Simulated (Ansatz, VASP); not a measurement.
# Sn in VASP and in Ansatz

```
CELL_PARAMETERS angstrom
0.00000 3.30926 3.30926
3.30926 0.00000 3.30926
3.30926 3.30926 0.00000
ATOMIC_POSITIONS crystal
Sn 0.50000 0.50000 0.50000
Sn 0.75000 0.75000 0.75000
```

Change from the starting cell: volume scaled by 1.06, PAW files.

Alike in both runs: task electric field gradients; functional PBE; k mesh 9 × 9 × 9; occupations fermi-dirac, width 0.03 eV; no spin polarisation.

```csv
,VASP,Ansatz
version,VASP 6.6.1,Ansatz 0.2.0
potentials or method,"VASP PAW PBE potentials, release 64 (Sn_d)","PAW with Ansatz's default frozen-core files, scalar-relativistic"
plane-wave cutoff (eV),520,420
valence electrons in the cell,28,28
```

```csv
,VASP,Ansatz,Ansatz less VASP
pressure (GPa),0.6,0.6,+0.05
```

The functional is the same, so the differences come from potentials, cutoffs and numerics.
